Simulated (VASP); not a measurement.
# TiAl (P4/mmm) in VASP: notebook

The runs below take TiAl through single point, with LDA.

Everything below comes from runs of VASP 6.6.1. Logs are shortened: lines on timing, memory, paths and dates and some standing lists are left out, and cuts for length are marked.

## Step 1: The cell of the first run

The structure is tetragonal, space group P4/mmm (No. 123). Conventional cell: a = 3.012 Å, b = 3.012 Å, c = 3.763 Å, α = 90.00°, β = 90.00°, γ = 90.00°. Within 3.8 Å of Ti (site symmetry 4/mmm) lie 8 Al at 2.84 Å and 6 Ti at 3.01 to 3.76 Å. Within 3.8 Å of Al (site symmetry 4/mmm) lie 8 Ti at 2.84 Å and 6 Al at 3.01 to 3.76 Å.

## Step 2: Single point, LDA (17.07 Å³/atom)

Input file INCAR:

```
  PREC = Accurate
  ENCUT = 520
  EDIFF = 1E-6
  ISMEAR = 0
  SIGMA = 0.15
  LREAL = False
  LASPH = True
  NELM = 80
  ALGO = Fast
  ISIF = 2
  LWAVE = False
  LCHARG = False
  NBANDS = 14
```

Input file KPOINTS:

```
Automatic mesh
0
Gamma
  16 16 16
```

Input file POSCAR:

```
TiAl
1.0
    3.0124481283      0.0000000000      0.0000000000
    0.0000000000      3.0124481283      0.0000000000
    0.0000000000      0.0000000000      3.7631502019
Ti Al
1 1
Direct
    0.0000000000      0.0000000000      0.0000000000
    0.5000000000      0.5000000000      0.5000000000
```

Potentials or basis: VASP PAW LDA potentials, release 64 (Ti_sv, Al).

On the command line:

```bash
$ cat potpaw_LDA.64/Ti_sv/POTCAR potpaw_LDA.64/Al/POTCAR > POTCAR
$ mpirun -np 1 vasp_std > vasp.out
```

OUTCAR:

```text
PREC = Accurate
   ENCUT = 520
   EDIFF = 1E-6
   ISMEAR = 0
   LREAL = False
   LASPH = True
   NELM = 80
   ISIF = 2

 ion  position               nearest neighbor table
   1  0.000  0.000  0.000-   2 2.84   2 2.84   2 2.84   2 2.84   2 2.84   2 2.84   2 2.84   2 2.84

   2  0.500  0.500  0.500-   1 2.84   1 2.84   1 2.84   1 2.84   1 2.84   1 2.84   1 2.84   1 2.84

  LATTYP: Found a simple tetragonal cell.
 ALAT       =     3.0124481283
 C/A-ratio  =     1.2492000000

  Lattice vectors:

 A1 = (   3.0124481283,   0.0000000000,   0.0000000000)
 A2 = (   0.0000000000,   3.0124481283,   0.0000000000)
 A3 = (   0.0000000000,   0.0000000000,   3.7631502019)

Analysis of symmetry for initial positions (statically):
=====================================================================
 Subroutine PRICEL returns:
 Original cell was already a primitive cell.

 Routine SETGRP: Setting up the symmetry group for a
 simple tetragonal supercell.

 Subroutine GETGRP returns: Found 16 space group operations
 (whereof 16 operations were pure point group operations)
 out of a pool of 16 trial point group operations.

The static configuration has the point symmetry D_4h.

Analysis of symmetry for dynamics (positions and initial velocities):
=====================================================================
 Subroutine PRICEL returns:
 Original cell was already a primitive cell.

 Routine SETGRP: Setting up the symmetry group for a
 simple tetragonal supercell.

 Subroutine GETGRP returns: Found 16 space group operations
 (whereof 16 operations were pure point group operations)
 out of a pool of 16 trial point group operations.

The dynamic configuration has the point symmetry D_4h.

 Subroutine INISYM returns: Found 16 space group operations
 (whereof 16 operations are pure point group operations),
 and found     1 'primitive' translations

----------------------------------------------------------------------------------------

                                     Primitive cell

  volume of cell :      34.1500

  direct lattice vectors                    reciprocal lattice vectors
     3.012448128  0.000000000  0.000000000     0.331955923  0.000000000  0.000000000
     0.000000000  3.012448128  0.000000000     0.000000000  0.331955923  0.000000000
     0.000000000  0.000000000  3.763150202     0.000000000  0.000000000  0.265734809

  length of vectors
     3.012448128  3.012448128  3.763150202     0.331955923  0.331955923  0.265734809

  position of ions in fractional coordinates (direct lattice)
     0.000000000  0.000000000  0.000000000
     0.500000000  0.500000000  0.500000000
[... 91 lines left out ...]
   EFERMI =   0.00;   METHOD = LEGACY
   ISMEAR =     0;   SIGMA  =   0.15  broadening in eV -4-tet -1-fermi 0-gaus
   EFERMI_NEDOS =   21; number of points for ismear=-14 and -15
   IALGO  =     68    algorithm
   IMIX   =      4    mixing-type and parameters
     AMIX     =   0.40;   BMIX     =  1.00
     AMIX_MAG =   1.60;   BMIX_MAG =  1.00
  volume/ion in A,a.u.               =      17.07       115.23
  Fermi-wavevector in a.u.,A,eV,Ry     =   1.244443  2.351656 21.070505  1.548638
  Thomas-Fermi vector in A             =   2.378709
   LORBIT       =      0    0 simple, 1 ext, 2 COOP (PROOUT), +10 PAW based schemes
   GGA     = CA    functional components
   LHFCALC =     F    Hartree Fock is set to
   AEXX    =    0.0000 exact exchange contribution
   IVDW    =     0    specifies the selected vdW correction
   LEPSILON=     F    determine dielectric tensor
   LRPA    =     F    only Hartree local field effects (RPA)
 non-spin polarized calculation
 RMM-DIIS sequential band-by-band and
 Gauss-broadening in eV      SIGMA  =   0.15
  energy-cutoff  :      520.00
  volume of cell :       34.15
 maximum number of plane-waves:       938
 NGX is ok and might be reduce to    24
   NGX = 11   NGY = 11   NGZ = 13

 number of electron      14.9999998 magnetization

 Free energy of the ion-electron system (eV)
  ---------------------------------------------------
  ext. energy  EPLUGINS =         0.00000000
  ---------------------------------------------------
  free energy    TOTEN  =       -13.37336917 eV

  energy without entropy =      -13.34828727  energy(sigma->0) =      -13.36082822

 E-fermi :   7.6750     XC(G=0): -11.0453

 val. band max:        7.6745173528   @ k =   0.5000   0.5000   0.0000
 cond. band min:       7.6772416123   @ k =   0.3125   0.2500   0.2500
 fundamental gap:      0.0027242594
 Fermi energy:         7.6749700280

 k-point     1 :       0.0000    0.0000    0.0000
  band No.  band energies     occupation
      1     -48.4427      2.00000
      2     -25.1669      2.00000
      3     -24.9122      2.00000
      4     -24.9122      2.00000
      5      -1.0840      2.00000
      6       6.1931      2.00000
      7       6.7918      2.00000
      8       8.7873      0.00000
      9       9.4000      0.00000
     10       9.4000      0.00000
     11      10.1677      0.00000
     12      14.0742      0.00000
     13      14.0742      0.00000
     14      14.8605      0.00000
[... 377 lines left out ...]
      1     -48.4097      2.00000
      2     -25.1804      2.00000
      3     -25.1323      2.00000
      4     -24.9269      2.00000
      5       2.8212      2.00000
      6       3.3913      2.00000
      7       6.7237      2.00000
      8       7.6276      1.34469
      9       8.3899      0.00000
     10       9.2455      0.00000
     11      11.2931      0.00000
     12      14.0447      0.00000
     13      14.6486      0.00000
     14      15.4044      0.00000

 [... further k-points ...]

------------------------ aborting loop because EDIFF is reached ----------------------------------------

  FORCE on cell =-STRESS in cart. coord.  units (eV):
  Direction    XX          YY          ZZ          XY          YZ          ZX
  --------------------------------------------------------------------------------------
  -------------------------------------------------------------------------------------
  Total       -2.9261806     -2.9261806     -1.2941175      0.0000000      0.0000000      0.0000000
  in kB     -137.2843386   -137.2843386    -60.7146606      0.0000000      0.0000000      0.0000000
  external PRESSURE =    -111.7611126 kB  Pullay stress =       0.0000000 kB

 VOLUME and BASIS-vectors are now :
 -----------------------------------------------------------------------------
  energy-cutoff  :      520.00
  volume of cell :       34.15
      direct lattice vectors                 reciprocal lattice vectors
     3.012448128  0.000000000  0.000000000     0.331955923  0.000000000  0.000000000
     0.000000000  3.012448128  0.000000000     0.000000000  0.331955923  0.000000000
     0.000000000  0.000000000  3.763150202     0.000000000  0.000000000  0.265734809

 POSITION                                       TOTAL-FORCE (eV/Angst)
 -----------------------------------------------------------------------------------
      0.00000      0.00000      0.00000         0.000000      0.000000      0.000000
      1.50622      1.50622      1.88158         0.000000      0.000000      0.000000
 -----------------------------------------------------------------------------------
    total drift:                                0.000000      0.000000      0.000000

  FREE ENERGIE OF THE ION-ELECTRON SYSTEM (eV)
  ---------------------------------------------------
  free  energy   TOTEN  =       -13.3733691697 eV

  energy  without entropy=      -13.3482872731  energy(sigma->0) =      -13.36082822
```

OSZICAR:

```text
N       E                     dE             d eps       ncg     rms          rms(c)
DAV:   1     0.967341433893E+02    0.96734E+02   -0.70720E+03 11346   0.107E+03
DAV:   2    -0.949686641131E+01   -0.10623E+03   -0.10240E+03 11820   0.295E+02
DAV:   3    -0.149450407755E+02   -0.54482E+01   -0.53049E+01 17452   0.639E+01
[... 16 lines left out ...]
RMM:  20    -0.133733647279E+02   -0.49271E-05   -0.52977E-05 16848   0.510E-02    0.200E-02
RMM:  21    -0.133733670732E+02   -0.23453E-05   -0.22303E-05 13170   0.218E-02    0.239E-02
RMM:  22    -0.133733676937E+02   -0.62054E-06   -0.18264E-05 11973   0.181E-02    0.131E-02
RMM:  23    -0.133733684322E+02   -0.73844E-06   -0.10777E-05 11253   0.152E-02    0.799E-03
RMM:  24    -0.133733691697E+02   -0.73758E-06   -0.92851E-06 11011   0.144E-02
   1 F= -.13373369E+02 E0= -.13360828E+02  d E =-.250819E-01
```

Wall time 6 min (1 thread of Intel Xeon 8259CL, shared host); peak memory 0.3 GiB.

What came out:

```yaml
Free_energy: -13.3734 eV
Pressure: -11.2 GPa
Band_gap_on_the_k_mesh: zero (an odd number of electrons rules out a gap without spin polarisation)
```

Caveat: the stress differs along the axes, from -14 to -6 GPa.

## Step 3: Single point, LDA (17.07 Å³/atom)

Input file INCAR:

```
PREC = Accurate ; ENCUT = 520
EDIFF = 1E-6 ; ISMEAR = 0
SIGMA = 0.15 ; LREAL = F
LASPH = T ; NELM = 100
ALGO = Fast ; ISIF = 2
LWAVE = F ; LCHARG = F
NBANDS = 14
```

KPOINTS is that of step 2.

Input file POSCAR:

```
TiAl
1.0
    2.9027815771      0.0000000000      0.0000000000
    0.0000000000      2.9027815771      0.0000000000
    0.0000000000      0.0000000000      4.0528636380
Ti Al
1 1
Direct
    0.0000000000      0.0000000000      0.0000000000
    0.5000000000      0.5000000000      0.5000000000
```

Potentials or basis: VASP PAW LDA potentials, release 64 (Ti_sv, Al).

On the command line:

```bash
$ cat potpaw_LDA.64/Ti_sv/POTCAR potpaw_LDA.64/Al/POTCAR > POTCAR
$ mpirun -np 1 vasp_std > vasp.out
```

OUTCAR:

```text
PREC = Accurate
   ENCUT = 520
   EDIFF = 1E-6
   ISMEAR = 0
   LREAL = F
   LASPH = T
   NELM = 100
   ISIF = 2

 ion  position               nearest neighbor table
   1  0.000  0.000  0.000-   2 2.88   2 2.88   2 2.88   2 2.88   2 2.88   2 2.88   2 2.88   2 2.88

   2  0.500  0.500  0.500-   1 2.88   1 2.88   1 2.88   1 2.88   1 2.88   1 2.88   1 2.88   1 2.88

  LATTYP: Found a simple tetragonal cell.
 ALAT       =     2.9027815771
 C/A-ratio  =     1.3962000000

  Lattice vectors:

 A1 = (   2.9027815771,   0.0000000000,   0.0000000000)
 A2 = (   0.0000000000,   2.9027815771,   0.0000000000)
 A3 = (   0.0000000000,   0.0000000000,   4.0528636380)

Analysis of symmetry for initial positions (statically):
=====================================================================
 Subroutine PRICEL returns:
 Original cell was already a primitive cell.

 Routine SETGRP: Setting up the symmetry group for a
 simple tetragonal supercell.

 Subroutine GETGRP returns: Found 16 space group operations
 (whereof 16 operations were pure point group operations)
 out of a pool of 16 trial point group operations.

The static configuration has the point symmetry D_4h.

Analysis of symmetry for dynamics (positions and initial velocities):
=====================================================================
 Subroutine PRICEL returns:
 Original cell was already a primitive cell.

 Routine SETGRP: Setting up the symmetry group for a
 simple tetragonal supercell.

 Subroutine GETGRP returns: Found 16 space group operations
 (whereof 16 operations were pure point group operations)
 out of a pool of 16 trial point group operations.

The dynamic configuration has the point symmetry D_4h.

 Subroutine INISYM returns: Found 16 space group operations
 (whereof 16 operations are pure point group operations),
 and found     1 'primitive' translations

----------------------------------------------------------------------------------------

                                     Primitive cell

  volume of cell :      34.1500

  direct lattice vectors                    reciprocal lattice vectors
     2.902781577  0.000000000  0.000000000     0.344497157  0.000000000  0.000000000
     0.000000000  2.902781577  0.000000000     0.000000000  0.344497157  0.000000000
     0.000000000  0.000000000  4.052863638     0.000000000  0.000000000  0.246739118

  length of vectors
     2.902781577  2.902781577  4.052863638     0.344497157  0.344497157  0.246739118

  position of ions in fractional coordinates (direct lattice)
     0.000000000  0.000000000  0.000000000
     0.500000000  0.500000000  0.500000000

  ion indices of the primitive-cell ions
   primitive index   ion index
                 1           1
                 2           2

----------------------------------------------------------------------------------------

 KPOINTS: Automatic mesh

Automatic generation of k-mesh.
[... 27 lines left out ...]
  0.250000  0.000000  0.000000      4.000000
  0.312500  0.000000  0.000000      4.000000
[... 16 lines left out ...]
  0.437500  0.125000  0.000000      8.000000
  0.500000  0.125000  0.000000      4.000000
 [... further k-points ...]
   k-points           NKPTS =    405   k-points in BZ     NKDIM =    405   number of bands    NBANDS=     14
   number of dos      NEDOS =    301   number of ions     NIONS =      2
   total plane-waves  NPLWV =  17280
   dimension x,y,z NGX =    24 NGY =   24 NGZ =   30
   dimension x,y,z NGXF=    48 NGYF=   48 NGZF=   60
   ions per type =               1   1
   NGX,Y,Z   is equivalent  to a cutoff of  13.75, 13.75, 12.31 a.u.
   NGXF,Y,Z  is equivalent  to a cutoff of  27.49, 27.49, 24.61 a.u.
 SYSTEM =  unknown system
   PREC   = accura    normal or accurate (medium, high low for compatibility)
   ISTART =      0    job   : 0-new  1-cont  2-samecut
   ICHARG =      2    charge: 1-file 2-atom 10-const
   ISPIN  =      1    spin polarized calculation?
   LNONCOLLINEAR =      F non collinear calculations
   LSORBIT =      F    spin-orbit coupling
   LASPH  =      T    aspherical Exc in radial PAW
   ENCUT  =  520.0 eV  38.22 Ry    6.18 a.u.   5.40  5.40  7.54*2*pi/ulx,y,z
   NELM   =    100;   NELMIN=  2; NELMDL= -5     # of ELM steps
   EDIFF  = 0.1E-05   stopping-criterion for ELM
   LREAL  =      F    real-space projection
   EDIFFG = 0.1E-04   stopping-criterion for IOM
   NSW    =      0    number of steps for IOM
   IBRION =     -1    ionic relax: 0-MD 1-quasi-New 2-CG
   NFREE  =      0    steps in history (QN), initial steepest desc. (CG)
   ISIF   =      2    stress and relaxation
   ISYM   =      2    0-nonsym 1-usesym 2-fastsym
   POTIM  = 0.5000    time-step for ionic-motion
   TEBEG  =    0.0;   TEEND  =   0.0 temperature during run
   PSTRESS=    0.0 pullay stress
   NELECT =      15.0000    total number of electrons
   NUPDOWN=      -1.0000    fix difference up-down
   EMIN   =  10.00;   EMAX   =-10.00  energy-range for DOS
   EFERMI =   0.00;   METHOD = LEGACY
   ISMEAR =     0;   SIGMA  =   0.15  broadening in eV -4-tet -1-fermi 0-gaus
   EFERMI_NEDOS =   21; number of points for ismear=-14 and -15
   IALGO  =     68    algorithm
   IMIX   =      4    mixing-type and parameters
     AMIX     =   0.40;   BMIX     =  1.00
     AMIX_MAG =   1.60;   BMIX_MAG =  1.00
  volume/ion in A,a.u.               =      17.07       115.23
  Fermi-wavevector in a.u.,A,eV,Ry     =   1.244443  2.351656 21.070505  1.548638
  Thomas-Fermi vector in A             =   2.378709
   LORBIT       =      0    0 simple, 1 ext, 2 COOP (PROOUT), +10 PAW based schemes
   GGA     = CA    functional components
   LHFCALC =     F    Hartree Fock is set to
   AEXX    =    0.0000 exact exchange contribution
   IVDW    =     0    specifies the selected vdW correction
   LEPSILON=     F    determine dielectric tensor
   LRPA    =     F    only Hartree local field effects (RPA)
 non-spin polarized calculation
 RMM-DIIS sequential band-by-band and
 Gauss-broadening in eV      SIGMA  =   0.15
  energy-cutoff  :      520.00
  volume of cell :       34.15
 maximum number of plane-waves:       939
 NGX is ok and might be reduce to    24
   NGX = 11   NGY = 11   NGZ = 15

 number of electron      15.0000008 magnetization

 Free energy of the ion-electron system (eV)
  ---------------------------------------------------
  ext. energy  EPLUGINS =         0.00000000
  ---------------------------------------------------
  free energy    TOTEN  =       -13.45661503 eV

  energy without entropy =      -13.43440763  energy(sigma->0) =      -13.44551133

 E-fermi :   7.5847     XC(G=0): -11.0436

 val. band max:        7.5845265668   @ k =   0.3750   0.1875   0.0625
 cond. band min:       7.5858989362   @ k =   0.3750   0.3125   0.2500
 fundamental gap:      0.0013723694
 Fermi energy:         7.5846827456

 k-point     1 :       0.0000    0.0000    0.0000
  band No.  band energies     occupation
      1     -48.4750      2.00000
      2     -25.2376      2.00000
      3     -24.8623      2.00000
      4     -24.8623      2.00000
      5      -1.1521      2.00000
      6       5.8938      2.00000
      7       6.8019      2.00000
      8       7.5355      1.35683
      9       9.5022      0.00000
     10       9.5022      0.00000
     11      10.4839      0.00000
     12      13.6719      0.00000
     13      15.1915      0.00000
     14      15.1915      0.00000
[... 377 lines left out ...]
      1     -48.4245      2.00000
      2     -25.2332      2.00000
      3     -25.1870      2.00000
      4     -24.8827      2.00000
      5       3.1554      2.00000
      6       3.5017      2.00000
      7       6.2324      2.00000
      8       7.6284      0.68035
      9       8.6101      0.00000
     10       9.2310      0.00000
     11      11.5202      0.00000
     12      13.5423      0.00000
     13      13.6650      0.00000
     14      15.0344      0.00000

 [... further k-points ...]

------------------------ aborting loop because EDIFF is reached ----------------------------------------

  FORCE on cell =-STRESS in cart. coord.  units (eV):
  Direction    XX          YY          ZZ          XY          YZ          ZX
  --------------------------------------------------------------------------------------
  -------------------------------------------------------------------------------------
  Total       -2.5549452     -2.5549452     -2.0142505      0.0000000      0.0000000      0.0000000
  in kB     -119.8675052   -119.8675052    -94.5003357      0.0000000      0.0000000      0.0000000
  external PRESSURE =    -111.4117820 kB  Pullay stress =       0.0000000 kB

 VOLUME and BASIS-vectors are now :
 -----------------------------------------------------------------------------
  energy-cutoff  :      520.00
  volume of cell :       34.15
      direct lattice vectors                 reciprocal lattice vectors
     2.902781577  0.000000000  0.000000000     0.344497157  0.000000000  0.000000000
     0.000000000  2.902781577  0.000000000     0.000000000  0.344497157  0.000000000
     0.000000000  0.000000000  4.052863638     0.000000000  0.000000000  0.246739118

 POSITION                                       TOTAL-FORCE (eV/Angst)
 -----------------------------------------------------------------------------------
      0.00000      0.00000      0.00000         0.000000      0.000000      0.000000
      1.45139      1.45139      2.02643         0.000000      0.000000      0.000000
 -----------------------------------------------------------------------------------
    total drift:                                0.000000      0.000000      0.000000

  FREE ENERGIE OF THE ION-ELECTRON SYSTEM (eV)
  ---------------------------------------------------
  free  energy   TOTEN  =       -13.4566150265 eV

  energy  without entropy=      -13.4344076300  energy(sigma->0) =      -13.44551133
```

OSZICAR:

```text
N       E                     dE             d eps       ncg     rms          rms(c)
DAV:   1     0.979260408466E+02    0.97926E+02   -0.70944E+03 11346   0.107E+03
DAV:   2    -0.945695331759E+01   -0.10738E+03   -0.10343E+03 11778   0.296E+02
DAV:   3    -0.149941004319E+02   -0.55371E+01   -0.54019E+01 17462   0.642E+01
[... 17 lines left out ...]
RMM:  21    -0.134566098033E+02   -0.27745E-05   -0.27365E-05 12639   0.198E-02    0.393E-03
RMM:  22    -0.134566121286E+02   -0.23252E-05   -0.23657E-05 11400   0.157E-02    0.384E-03
RMM:  23    -0.134566133750E+02   -0.12464E-05   -0.12711E-05 11800   0.143E-02    0.254E-03
RMM:  24    -0.134566144370E+02   -0.10620E-05   -0.11128E-05 11369   0.121E-02    0.150E-03
RMM:  25    -0.134566150265E+02   -0.58950E-06   -0.61322E-06 10062   0.102E-02
   1 F= -.13456615E+02 E0= -.13445511E+02  d E =-.222074E-01
```

Wall time 4.5 min (1 thread of Intel Xeon 8259CL, shared host); peak memory 0.3 GiB.

Results:

```yaml
Free_energy: -13.4566 eV
Pressure: -11.1 GPa
Band_gap_on_the_k_mesh: zero (an odd number of electrons rules out a gap without spin polarisation)
```

Caveat: the cell stands under tension.
